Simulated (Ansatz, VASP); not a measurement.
**One calculation of AlN, two programs**

```
Al N
1.0
     0.00000    2.20160    2.20160
     2.20160    0.00000    2.20160
     2.20160    2.20160    0.00000
Al N
1 1
Direct
  0.00000 0.00000 0.00000
  0.25000 0.25000 0.25000
```

Alike in both runs: task single point; functional PBE; k mesh 6 × 6 × 6; occupations fermi-dirac, width 0.08 eV; no spin polarisation.

|  | VASP | Ansatz |
| --- | --- | --- |
| version | VASP 6.6.1 | Ansatz 0.2.0 |
| potentials or method | VASP PAW PBE potentials, release 64 (Al, N), cutoff 520 eV | all-electron LAPW, scalar-relativistic |

VASP gave:

- gap on the k mesh at the Fermi level (eV): 3.30
- pressure (GPa): -0.3

Estimate Ansatz's values.

gap on the k mesh at the Fermi level (eV): 3.30; pressure (GPa): -0.1.

Ansatz ran all-electron here, and VASP with PAW potentials.
